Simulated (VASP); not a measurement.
A run of VASP 6.6.1:

Contents of INCAR:

```
SYSTEM = Ti3C
PREC = Accurate
ENCUT = 520
EDIFF = 1E-6
ISMEAR = 0
SIGMA = 0.1
LREAL = .False.
LASPH = .True.
NELM = 100
ALGO = Normal
ISIF = 2
LWAVE = .False.
LCHARG = .False.
LDIPOL = .True.
IDIPOL = 3
DIPOL = 0.5 0.5 0.360
GGA = PS
NBANDS = 28
```

File KPOINTS:

```
Automatic mesh
0
Gamma
  10 10 1
  0 0 0
```

POSCAR

```
Ti3C
1.0
    2.7797925781      0.0000000000      0.0000000000
   -0.9265975260      2.6208135764      0.0000000000
    0.0000000000      0.0000000000     19.7756614792
Ti C
3 1
Direct
    0.5000000000      0.5000000000      0.2022688346
    0.0000000000      0.0000000000      0.3106574497
    0.5000000000      0.5000000000      0.4184771006
    0.6666666667      0.6666666667      0.5101901497
```

Potentials or basis: VASP PAW PBE potentials, release 64 (Ti_sv, C).

The run is started by

```console
$ cat potpaw_PBE.64/Ti_sv/POTCAR potpaw_PBE.64/C/POTCAR > POTCAR
$ mpirun -np 1 vasp_std > vasp.out
```

Hardware: 1 thread of Intel(R) Xeon(R) 6975P-C (Granite Rapids) (shared host).

Q: Estimate the wall time of this run.

A: It took 110 s on 1 thread of Intel(R) Xeon(R) 6975P-C (Granite Rapids), with other jobs on the host, peak memory 0.33 GiB. Counts: scf iterations 30, k points 31.
